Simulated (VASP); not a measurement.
# Nd2As3W (P6/mmm) in VASP: a series of runs, part 2 of 2

VASP 6.6.1. The steps go on from the part before.

## 4. Relaxation of cell and atoms, PBE

INCAR reads:

```
SYSTEM = Nd2As3W
ALGO = Normal ; EDIFF = 1E-7
EDIFFG = -0.04 ; ENCUT = 500
GGA = PE ; GGA_COMPAT = .FALSE.
IBRION = 2 ; ISIF = 3
ISMEAR = 0 ; LASPH = .TRUE.
LCHARG = .FALSE. ; LMAXMIX = 6
LREAL = .FALSE. ; LWAVE = .FALSE.
NELM = 200 ; NELMIN = 4
NSW = 90 ; PREC = Accurate
SIGMA = 0.1
```

KPOINTS reads:

```
k-points
0
G
  3 3 4
  0 0 0
```

POSCAR reads:

```
Nd2As3W
1.0
    6.2592936300      0.0000000000      0.0000000000
   -3.1296468200      5.4207073000      0.0000000000
    0.0000000000      0.0000000000      4.1554650400
Nd As W
2 3 1
Direct
    0.6666666700      0.3333333300      0.0000000000
    0.3333333300      0.6666666700      0.0000000000
    0.0000000000      0.5000000000      0.5000000000
    0.5000000000      0.5000000000      0.5000000000
    0.5000000000      0.0000000000      0.5000000000
    0.0000000000      0.0000000000      0.0000000000
```

Potentials or basis: VASP PAW PBE potentials, release 64 (Nd_3, As, W_sv), 4f in core.

The run is started by

```
> cat potpaw_PBE.64/Nd_3/POTCAR potpaw_PBE.64/As/POTCAR potpaw_PBE.64/W_sv/POTCAR > POTCAR
> mpirun -np 1 vasp_std > vasp.out
```

OUTCAR:

```text
SYSTEM = Nd2As3W
   EDIFF = 1E-7
   EDIFFG = -0.04
   ENCUT = 500
   GGA = PE
   IBRION = 2
   ISIF = 3
   ISMEAR = 0
   LASPH = .TRUE.
   LREAL = .FALSE.
   NELM = 200
   NELMIN = 4
   NSW = 90
   PREC = Accurate

 ion  position               nearest neighbor table
   1  0.667  0.333  0.000-   3 2.75   3 2.75   5 2.75   5 2.75   4 2.75   4 2.75   2 3.61   6 3.61
                             2 3.61   6 3.61   6 3.61   2 3.61
   2  0.333  0.667  0.000-   3 2.75   3 2.75   5 2.75   5 2.75   4 2.75   4 2.75   1 3.61   6 3.61
                             1 3.61   6 3.61   6 3.61   1 3.61
   3  0.000  0.500  0.500-   1 2.75   2 2.75   1 2.75   2 2.75
   4  0.500  0.500  0.500-   1 2.75   2 2.75   1 2.75   2 2.75
   5  0.500  0.000  0.500-   1 2.75   2 2.75   1 2.75   2 2.75
   6  0.000  0.000  0.000-   1 3.61   2 3.61   1 3.61   2 3.61   1 3.61   2 3.61

  LATTYP: Found a hexagonal cell.
 ALAT       =     6.2592936300
 C/A-ratio  =     0.6638872189

  Lattice vectors:

 A1 = (   6.2592936300,   0.0000000000,   0.0000000000)
 A2 = (  -3.1296468200,   5.4207073000,   0.0000000000)
 A3 = (   0.0000000000,   0.0000000000,   4.1554650400)

Analysis of symmetry for initial positions (statically):
[... 164 lines left out ...]
  ---------------------------------------------------
  free energy    TOTEN  =       -32.43627384 eV

  energy without entropy =      -32.40331175  energy(sigma->0) =      -32.41979280

------------------------ aborting loop because EDIFF is reached ----------------------------------------

  FORCE on cell =-STRESS in cart. coord.  units (eV):
  Direction    XX          YY          ZZ          XY          YZ          ZX
  --------------------------------------------------------------------------------------
  -------------------------------------------------------------------------------------
  Total        6.0623826      6.0623826     16.0824701     -0.0000000      0.0000000      0.0000000
  in kB       68.8894958     68.8894960    182.7521186     -0.0000001      0.0000000      0.0000000
  external PRESSURE =     106.8437035 kB  Pullay stress =       0.0000000 kB
[... 709 lines left out ...]
  FREE ENERGIE OF THE ION-ELECTRON SYSTEM (eV)
  ---------------------------------------------------
  free  energy   TOTEN  =       -33.1252734906 eV

  energy  without entropy=      -33.0631329091  energy(sigma->0) =      -33.09420320

[... ionic steps 4 to 9 ...]

--------------------------------------- Ionic step       10  -------------------------------------------

 number of electron      50.9999989 magnetization

------------------------ aborting loop because EDIFF is reached ----------------------------------------
[... 75 lines left out ...]
--------------------------------------- Ionic step       12  -------------------------------------------

 number of electron      50.9999989 magnetization

 Free energy of the ion-electron system (eV)
  ---------------------------------------------------
  ext. energy  EPLUGINS =         0.00000000
  ---------------------------------------------------
  free energy    TOTEN  =       -33.73773810 eV

  energy without entropy =      -33.67053588  energy(sigma->0) =      -33.70413699

 E-fermi :   5.1453     XC(G=0): -10.4481

 val. band max:        5.1317728374   @ k =   0.3333   0.0000   0.2500
 cond. band min:       5.1562185757   @ k =   0.3333   0.3333   0.2500
 fundamental gap:      0.0244457383
 Fermi energy:         5.1453275234
[... 328 lines left out ...]
  FREE ENERGIE OF THE ION-ELECTRON SYSTEM (eV)
  ---------------------------------------------------
  free  energy   TOTEN  =       -33.7377381023 eV

  energy  without entropy=      -33.6705358835  energy(sigma->0) =      -33.70413699

 reached required accuracy - stopping structural energy minimisation
```

OSZICAR:

```text
N       E                     dE             d eps       ncg     rms          rms(c)
DAV:   1     0.423173561999E+03    0.42317E+03   -0.23338E+04   540   0.155E+03
DAV:   2    -0.794058447161E+01   -0.43111E+03   -0.42272E+03   600   0.405E+02
DAV:   3    -0.388608568327E+02   -0.30920E+02   -0.30442E+02   866   0.868E+01
[... 193 lines left out ...]
DAV:   6    -0.337377201845E+02   -0.15743E-04   -0.83110E-05   664   0.427E-02    0.407E-02
DAV:   7    -0.337377406351E+02   -0.20451E-04   -0.50557E-05   790   0.343E-02    0.133E-02
DAV:   8    -0.337377384684E+02    0.21667E-05   -0.82253E-06   788   0.121E-02    0.389E-03
DAV:   9    -0.337377381587E+02    0.30967E-06   -0.37749E-07   540   0.260E-03    0.210E-03
DAV:  10    -0.337377381023E+02    0.56412E-07   -0.78644E-08   312   0.169E-03
  12 F= -.33737738E+02 E0= -.33704137E+02  d E =-.693209E-02
```

CONTCAR:

```text
Nd2As3W
   1.00000000000000
     5.7162849239556390    0.0000000005773084    0.0000000000000000
    -2.8581424660440931    4.9504479638871572   -0.0000000000000000
     0.0000000000000000   -0.0000000000000001    5.1223648093298024
  Nd              As              W
     2     3     1
Direct
     0.6666666699999979    0.3333333300000021    0.0000000000000000
     0.3333333300000021    0.6666666699999979    0.0000000000000000
     0.0000000000000000    0.5000000000000000    0.5000000000000000
     0.5000000000000000    0.5000000000000000    0.5000000000000000
     0.5000000000000000    0.0000000000000000    0.5000000000000000
     0.0000000000000000    0.0000000000000000    0.0000000000000000

  0.00000000E+00  0.00000000E+00  0.00000000E+00
  0.00000000E+00  0.00000000E+00  0.00000000E+00
  0.00000000E+00  0.00000000E+00  0.00000000E+00
  0.00000000E+00  0.00000000E+00  0.00000000E+00
  0.00000000E+00  0.00000000E+00  0.00000000E+00
  0.00000000E+00  0.00000000E+00  0.00000000E+00
```

It took 5 min on 1 thread of Intel Xeon 6975P-C (Granite Rapids), shared host; peak memory 0.29 GiB.

Results:

```yaml
Free_energy: -33.7377 eV
Relaxed_volume: 24.16 Å³/atom
Relaxed_cell: a = 5.716 Å, b = 5.716 Å, c = 5.122 Å, α = 90.00°, β = 90.00°, γ = 120.00°
Space_group_after_relaxing_to_0.1_Å: P6/mmm (No. 191)
Energy_gained_by_relaxing: 216.9 meV/atom
Ionic_steps: 12
Pressure_after_relaxing: 0.0 GPa
Band_gap_on_the_k_mesh: zero (an odd number of electrons rules out a gap without spin polarisation)
```

The path:
```tsv
step	energy change (eV)	largest force (eV/Å)	pressure (GPa)	volume (Å³)
1	0.0000	0.0000	10.68	140.99
2	-0.3720	0.0000	-6.01	175.13
3	-0.6890	0.0000	-0.83	159.72
4	-0.7620	0.0000	-0.77	157.80
5	-0.9838	0.0000	-0.25	151.66
6	-1.2176	0.0000	3.76	137.90
7	-1.2437	0.0000	1.23	143.86
8	-1.2667	0.0000	2.23	141.09
9	-1.2926	0.0000	0.50	143.72
10	-1.2945	0.0000	0.84	143.14
11	-1.3008	0.0000	0.28	144.39
12	-1.3015	0.0000	0.04	144.95
```

Final structure:
```
Nd As W
1.0
     5.71628    0.00000    0.00000
    -2.85814    4.95045    0.00000
     0.00000    0.00000    5.12236
Nd As W
2 3 1
Direct
  0.66667 0.33333 0.00000
  0.33333 0.66667 0.00000
  0.00000 0.50000 0.50000
  0.50000 0.50000 0.50000
  0.50000 0.00000 0.50000
  0.00000 0.00000 0.00000
```

Caveat: the k points lie up to 0.42 Å⁻¹ apart in the final cell, too coarse for converged energies and pressures of a metal; a cell axis changed by over 15 % at a fixed basis, so the end point is rough; spin-orbit coupling is left out, which moves the levels of the heavy elements; the 4f electrons are frozen in the core, so they carry no moment and show no levels; an odd number of electrons without spin polarisation forces a metal; a magnetic or distorted state may lie lower. Spin polarisation is off, so any magnetic state and its effect on volume and gap are missing.

## 5. Single point, PBE

This run uses another cell than the first one, of 24.10 Å³/atom.

INCAR reads:

```
  PREC = Accurate
  ENCUT = 500
  EDIFF = 1E-6
  ISMEAR = 0
  SIGMA = 0.1
  LREAL = F
  LASPH = T
  NELM = 200
  ALGO = Normal
  ISIF = 2
  LWAVE = F
  LCHARG = F
  GGA = PE
  NBANDS = 34
  GGA_COMPAT = F
  LMAXMIX = 6
```

KPOINTS reads:

```
Automatic mesh
0
Gamma
  6 6 4
```

POSCAR reads:

```
Nd2As3W
1.0
    5.7466639155      0.0000000000      0.0000000000
   -2.8733319578      4.9767569378      0.0000000000
    0.0000000000      0.0000000000      5.0566398813
Nd As W
2 3 1
Direct
    0.6666666667      0.3333333333      0.0000000000
    0.3333333333      0.6666666667      0.0000000000
    0.0000000000      0.5000000000      0.5000000000
    0.5000000000      0.5000000000      0.5000000000
    0.5000000000      0.0000000000      0.5000000000
    0.0000000000      0.0000000000      0.0000000000
```

The run is started by

```
> cat potpaw_PBE.64/Nd_3/POTCAR potpaw_PBE.64/As/POTCAR potpaw_PBE.64/W_sv/POTCAR > POTCAR
> mpirun -np 1 vasp_std > vasp.out
```

It took 52 s on 1 thread of Intel Xeon 6975P-C (Granite Rapids), shared host; peak memory 0.3 GiB.

It converged, with:

```yaml
Free_energy: -34.0592 eV
Pressure: 0.2 GPa
Band_gap_on_the_k_mesh: zero (an odd number of electrons rules out a gap without spin polarisation)
```

Stress tensor (GPa, compression positive):
```
0.08 0.00 0.00
0.00 0.08 0.00
0.00 0.00 0.41
```

Levels at points of the mesh, in eV from the Fermi level:
| k point | band 22 | band 23 | band 24 | band 25 | band 26 | band 27 | band 28 | band 29 |
| --- | --- | --- | --- | --- | --- | --- | --- | --- |
| (0.00, 0.00, 0.00) | -2.51 | -0.72 | -0.68 | -0.68 | 0.01 | 0.01 | 1.27 | 1.27 |
| (0.50, 0.00, 0.00) | -1.50 | -1.39 | -1.18 | -0.78 | 0.25 | 0.31 | 0.34 | 0.64 |
| (0.00, 0.00, 0.50) | -1.28 | 0.19 | 0.19 | 0.23 | 0.29 | 0.29 | 0.57 | 0.57 |
| (0.50, 0.00, 0.50) | -1.21 | -1.19 | -1.19 | -0.70 | -0.44 | -0.01 | 0.16 | 0.42 |

Caveat: spin-orbit coupling is left out, which moves the levels of the heavy elements; the 4f electrons are frozen in the core, so they carry no moment and show no levels; an odd number of electrons without spin polarisation forces a metal; a magnetic or distorted state may lie lower. Spin polarisation is off, so any magnetic state and its effect on volume and gap are missing.

## 6. Summary

```csv
task,cell,k mesh,gap on the mesh (eV),pressure (GPa)
single point,"a = 6.259, b = 6.259, c = 4.155 Å, angles 90.0, 90.0, 120.0°, 6 atoms",3 × 3 × 4,none,10.7
single point,"a = 5.718, b = 5.718, c = 5.106 Å, angles 90.0, 90.0, 120.0°, 6 atoms",3 × 3 × 4,none,0.3
relaxation of cell and atoms,"relaxed from a = 6.259, b = 6.259, c = 4.155 Å, angles 90.0, 90.0, 120.0°, 6 atoms",3 × 3 × 4,none,0.0
single point,"a = 5.747, b = 5.747, c = 5.057 Å, angles 90.0, 90.0, 120.0°, 6 atoms",6 × 6 × 4,none,0.2
```

Alike in all rows: level PBE; potentials or basis VASP PAW PBE potentials, release 64 (Nd_3, As, W_sv), 4f in core; no spin polarisation; cutoff (eV) 500; smearing gaussian 0.1 eV.

Caveats: some runs use coarse meshes; spin-orbit coupling is left out, which moves the levels of the heavy elements; the 4f electrons are frozen in the core, so they carry no moment and show no levels; an odd number of electrons without spin polarisation forces a metal; a magnetic or distorted state may lie lower; a cell axis changed by over 15 % at a fixed basis, so the end point is rough (at least some runs).

Total energies depend on the potentials used, so only differences within one code and one set of settings carry meaning.

The gap in the log of VASP goes by the Fermi energy; the results here count the filled bands.